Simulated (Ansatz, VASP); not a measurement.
# One calculation of CdSe, two programs

```
Cd Se
1.0
     0.00000    3.13168    3.07027
     3.13168    0.00000    3.07027
     3.13168    3.13168    0.00000
Cd Se
1 1
Direct
  0.00000 0.00000 0.00000
  0.25000 0.25000 0.25000
```

Change from the starting cell: equal xx and yy strain of +2 %, crystal datasets.

Alike in both runs: task electric field gradients; functional PBE; k mesh 8 × 8 × 8; occupations fermi-dirac, width 0.03 eV; no spin polarisation.

|  | VASP | Ansatz |
| --- | --- | --- |
| version | VASP 6.6.1 | Ansatz 0.2.0 |
| potentials or method | VASP PAW PBE potentials, release 64 (Cd, Se), cutoff 520 eV | all-electron PAW with datasets made for the crystal, scalar-relativistic |

```tsv
	VASP	Ansatz	Ansatz less VASP
pressure (GPa)	-0.3	-0.5	-0.22
traceless stress, the component that is largest in VASP (GPa)	0.23	0.23	+0.004
size of Vzz on the site where it differs most (V/Å²)	5.5	5.8	+0.38
```

Ansatz ran all-electron here, and VASP with PAW potentials.
